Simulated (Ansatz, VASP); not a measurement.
## Pb in VASP and in Ansatz

File INCAR:

```
ALGO = Normal
EDIFF = 1E-7
ENCUT = 520
GGA = PS
ISIF = 2
ISMEAR = -1
LASPH = T
LCHARG = F
LREAL = F
LWAVE = F
NBANDS = 21
NELM = 80
PREC = Accurate
SIGMA = 0.08
```

Contents of KPOINTS:

```
k-points
0
Gamma
  14 14 8
```

Contents of POSCAR:

```
Pb
1.0
    3.4800006906     -0.0174000034     -0.0174000034
   -1.7550691903      3.0224690049     -0.0063688433
   -0.0279500000     -0.0279500000      5.5900000000
Pb
2
Direct
    0.3333333333      0.6666666667      0.2500000000
    0.6666666667      0.3333333333      0.7500000000
```

Input for Ansatz:

```yaml
crystal:
  lattice:
    - [3.4800006906, -0.0174000034, -0.0174000034]
    - [-1.7550691903, 3.0224690049, -0.0063688433]
    - [-0.02795, -0.02795, 5.59]
  atoms:
    - { symbol: Pb, position: [0.3333333333, 0.6666666667, 0.25] }
    - { symbol: Pb, position: [0.6666666667, 0.3333333333, 0.75] }
kpoints:
  mp_grid: { grid: [14, 14, 8] }
  band_path:
    path:
      - [0.0, 0.0, 0.0]
      - [0.0, 0.0, 0.5]
      - [-0.5, 0.5, 0.0]
      - [0.0, 0.0, 0.0]
      - [0.0, -0.5, 0.0]
      - [-0.5, 0.0, 0.5]
      - [0.0, 0.0, 0.0]
      - [-0.5, 0.0, 0.0]
      - [0.0, -0.5, 0.5]
    npoints: 5
scf:
  occupations: { method: fermi_dirac, width: 0.08 }
hamiltonian:
  xc: pbesol
  pseudopotentials: { kind: all_electron, lapw: { basis_error: 0.0005 } }
output:
  forces: true
  stress: true
  eigenvalues: true
```

Change from the starting cell: equal xy, yz and zx shear strains of -1 %.

Alike in both runs: task single point; functional PBEsol; k mesh 14 × 14 × 8; occupations fermi-dirac, width 0.08 eV; no spin polarisation.

|  | VASP | Ansatz |
| --- | --- | --- |
| version | VASP 6.6.1 | Ansatz 0.2.0 |
| potentials or method | VASP PAW PBE potentials, release 64 (Pb_d), cutoff 520 eV | all-electron LAPW, scalar-relativistic |

|  | VASP | Ansatz | Ansatz less VASP |
| --- | --- | --- | --- |
| pressure (GPa) | 0.9 | 1.0 | +0.09 |
| traceless stress, the component that is largest in VASP (GPa) | 1.22 | 1.23 | +0.007 |

VASP's potentials were made for PBE, not for PBEsol. Ansatz ran all-electron here, and VASP with PAW potentials.

Spin-orbit coupling is off throughout.
